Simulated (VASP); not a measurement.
The system is Mg2SO.

```
O Mg S
1.0
     3.40839    0.00000    0.00000
     0.00000    3.40839    0.00000
     0.00000    0.00000    4.76112
O Mg S
1 2 1
Direct
  0.00000 0.00000 0.00000
  0.00000 0.00000 0.50000
  0.50000 0.50000 0.00000
  0.50000 0.50000 0.50000
```

Base run:

```yaml
Program: VASP 6.6.1
Functional: PBE0
Potentials_or_basis: VASP PAW PBE potentials, release 64 (O, Mg, S)
Cutoff: 520 eV
k_mesh: 6 × 6 × 4
Occupations: gaussian, width 0.01 eV
Spin: no spin polarisation
```

Its results: band gap on the k mesh 5.20 eV; pressure -0.7 GPa.

Task: The run is repeated on the same cell with these changes: functional from PBE0 to r2SCAN; k mesh from 6 × 6 × 4 to 8 × 8 × 6. What comes out?

Result: Band gap on the k mesh 3.95 eV; pressure -0.6 GPa.

Several settings changed at once.

Caveats: the PAW data sets were made with another functional, which shifts forces and pressure a little.

A k mesh can miss the band edges.
